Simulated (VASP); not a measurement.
# Mg (P-1) in VASP: notebook, part 2 of 2

VASP 6.6.1. The steps go on from the part before.

### Step 4. Single point, LDA

This run uses another cell than the first one, of 12.49 Å³/atom.

INCAR

```
SYSTEM = Mg
PREC = Accurate
ENCUT = 520
EDIFF = 1E-7
ISMEAR = -1
SIGMA = 0.15
LREAL = .False.
LASPH = .True.
NELM = 80
ALGO = Normal
ISIF = 2
LWAVE = .False.
LCHARG = .False.
GGA = CA
NBANDS = 7
```

KPOINTS

```
Automatic mesh
0
Gamma
  9 9 9
  0 0 0
```

POSCAR

```
Mg
1.0
   -1.4991302542      1.4641221010      1.4791971426
    1.4541655619     -1.4564593722      1.4265597049
    1.4944424671      1.4517615685     -1.4715243972
Mg
1
Direct
    0.0000000000      0.0000000000      0.0000000000
```

Potentials or basis: VASP PAW LDA potentials, release 64 (Mg).

On the command line:

```bash
$ cat potpaw_LDA.64/Mg/POTCAR > POTCAR
$ mpirun -np 1 vasp_std > vasp.out
```

OUTCAR:

```text
SYSTEM = Mg
   PREC = Accurate
   ENCUT = 520
   EDIFF = 1E-7
   ISMEAR = -1
   LREAL = .False.
   LASPH = .True.
   NELM = 80
   ISIF = 2
   GGA = CA

 ion  position               nearest neighbor table
   1  0.000  0.000  0.000-

  LATTYP: Found a triclinic cell.
 ALAT       =     2.5041852919
 B/A-ratio  =     1.1644096553
 C/A-ratio  =     1.1776103806
 COS(alpha) =     0.0032406310
 COS(beta)  =     0.5728662152
 COS(gamma) =     0.5810418609

  Lattice vectors:

 A1 = (   1.4541655619,  -1.4564593722,   1.4265597049)
 A2 = (   0.0046877871,  -2.9158836695,  -0.0076727454)
 A3 = (   2.9486080290,  -0.0046978037,  -0.0449646923)

Analysis of symmetry for initial positions (statically):
=====================================================================
 Subroutine PRICEL returns:
 Original cell was already a primitive cell.

 Routine SETGRP: Setting up the symmetry group for a
 triclinic supercell.

 Subroutine GETGRP returns: Found  2 space group operations
 (whereof  2 operations were pure point group operations)
 out of a pool of  2 trial point group operations.

The static configuration has the point symmetry S_2 .

Analysis of symmetry for dynamics (positions and initial velocities):
=====================================================================
 Subroutine PRICEL returns:
 Original cell was already a primitive cell.

 Routine SETGRP: Setting up the symmetry group for a
 triclinic supercell.

 Subroutine GETGRP returns: Found  2 space group operations
 (whereof  2 operations were pure point group operations)
 out of a pool of  2 trial point group operations.

The dynamic configuration has the point symmetry S_2 .

 Subroutine INISYM returns: Found  2 space group operations
 (whereof  2 operations are pure point group operations),
[... 103 lines left out ...]
   TEBEG  =    0.0;   TEEND  =   0.0 temperature during run
   PSTRESS=    0.0 pullay stress
   NELECT =       2.0000    total number of electrons
   NUPDOWN=      -1.0000    fix difference up-down
   EMIN   =  10.00;   EMAX   =-10.00  energy-range for DOS
   EFERMI =   0.00;   METHOD = LEGACY
   ISMEAR =    -1;   SIGMA  =   0.15  broadening in eV -4-tet -1-fermi 0-gaus
   EFERMI_NEDOS =   21; number of points for ismear=-14 and -15
   IALGO  =     38    algorithm
   IMIX   =      4    mixing-type and parameters
     AMIX     =   0.40;   BMIX     =  1.00
     AMIX_MAG =   1.60;   BMIX_MAG =  1.00
  volume/ion in A,a.u.               =      12.49        84.28
  Fermi-wavevector in a.u.,A,eV,Ry     =   0.889027  1.680017 10.753618  0.790369
  Thomas-Fermi vector in A             =   2.010534
   LORBIT       =      0    0 simple, 1 ext, 2 COOP (PROOUT), +10 PAW based schemes
   GGA     = CA    functional components
   LHFCALC =     F    Hartree Fock is set to
   AEXX    =    0.0000 exact exchange contribution
   IVDW    =     0    specifies the selected vdW correction
   LEPSILON=     F    determine dielectric tensor
   LRPA    =     F    only Hartree local field effects (RPA)
 non-spin polarized calculation
  energy-cutoff  :      520.00
  volume of cell :       12.49
 maximum number of plane-waves:       353
   NGX =  9   NGY =  9   NGZ =  9

 number of electron       2.0000000 magnetization

 Free energy of the ion-electron system (eV)
  ---------------------------------------------------
  ext. energy  EPLUGINS =         0.00000000
  ---------------------------------------------------
  free energy    TOTEN  =        -0.66048379 eV

  energy without entropy =       -0.63254527  energy(sigma->0) =       -0.64651453

 E-fermi :   6.6301     XC(G=0): -10.8836

 val. band max:        6.6298990407   @ k =   0.3333   0.3333   0.0000
 cond. band min:       6.6476947577   @ k =  -0.4444  -0.0000   0.4444
 fundamental gap:      0.0177957170
 Fermi energy:         6.6301449881

 k-point     1 :       0.0000    0.0000    0.0000
  band No.  band energies     occupation
      1      -3.3361      2.00000
      2      23.8702      0.00000
      3      23.9277      0.00000
      4      24.5236      0.00000
      5      26.9897      0.00000
      6      27.4103      0.00000
      7      28.4442      0.00000
[... 221 lines left out ...]
 k-point    24 :       0.0000    0.3333   -0.0000
  band No.  band energies     occupation
      1       0.5767      2.00000
      2      11.2982      0.00000
      3      18.4604      0.00000
      4      21.9417      0.00000
      5      22.2272      0.00000
      6      24.5580      0.00000
      7      31.5612      0.00000

 [... further k-points ...]
[... 5 lines left out ...]
  --------------------------------------------------------------------------------------
  -------------------------------------------------------------------------------------
  Total        4.9296345      4.9099860      4.8961649      0.0278215     -0.0491737      0.2992249
  in kB      632.4342194    629.9134598    628.1403233      3.5692902     -6.3086065     38.3882510
  external PRESSURE =     630.1626675 kB  Pullay stress =       0.0000000 kB

 VOLUME and BASIS-vectors are now :
 -----------------------------------------------------------------------------
  energy-cutoff  :      520.00
  volume of cell :       12.49
      direct lattice vectors                 reciprocal lattice vectors
    -1.499130254  1.464122101  1.479197143     0.005780598  0.342055073  0.343331841
     1.454165562 -1.456459372  1.426559705     0.344471814 -0.000365799  0.349475860
     1.494442467  1.451761569 -1.471524397     0.339756687  0.343483976  0.004351717

 POSITION                                       TOTAL-FORCE (eV/Angst)
 -----------------------------------------------------------------------------------
      0.00000      0.00000      0.00000         0.000000      0.000000      0.000000
 -----------------------------------------------------------------------------------
    total drift:                                0.000000      0.000000     -0.000000

  FREE ENERGIE OF THE ION-ELECTRON SYSTEM (eV)
  ---------------------------------------------------
  free  energy   TOTEN  =        -0.6604837872 eV

  energy  without entropy=       -0.6325452692  energy(sigma->0) =       -0.64651453
```

Run time: 45 s. Hardware: 1 thread of Intel Xeon 8259CL, shared host; peak memory 0.15 GiB.

Results:

- Free energy: -0.6605 eV
- Pressure: 63.0 GPa
- Band gap on the k mesh: zero (bands 1 and 2 overlap by 3.19 eV)

Stress tensor (GPa, compression positive):
```
63.24  0.36  3.84
 0.36 62.99 -0.63
 3.84 -0.63 62.81
```

Levels at points of the mesh, in eV from the Fermi level:
| k point | band 1 | band 2 | band 3 | band 4 | band 5 |
| --- | --- | --- | --- | --- | --- |
| (0.00, 0.00, 0.00) | -9.97 | 17.24 | 17.30 | 17.89 | 20.36 |

Caveat: the cell stands under pressure.

### Step 5. Summary

| cell | gap on the mesh (eV) | pressure (GPa) |
| --- | --- | --- |
| a = 2.556, b = 2.496, c = 2.542 Å, angles 108.6, 110.5, 110.1°, 1 atom | none | 65.5 |
| a = 2.561, b = 2.500, c = 2.547 Å, angles 108.6, 110.5, 110.1°, 1 atom | none | 64.2 |
| a = 2.565, b = 2.504, c = 2.551 Å, angles 108.6, 110.5, 110.1°, 1 atom | none | 63.0 |

Alike in all rows: task single point; level LDA; potentials or basis VASP PAW LDA potentials, release 64 (Mg); no spin polarisation; k mesh 9 × 9 × 9; cutoff (eV) 520; smearing fermi-dirac 0.15 eV.

Caveats: the cell stands under pressure.

Absolute energies hang on the potentials; compare differences alone.
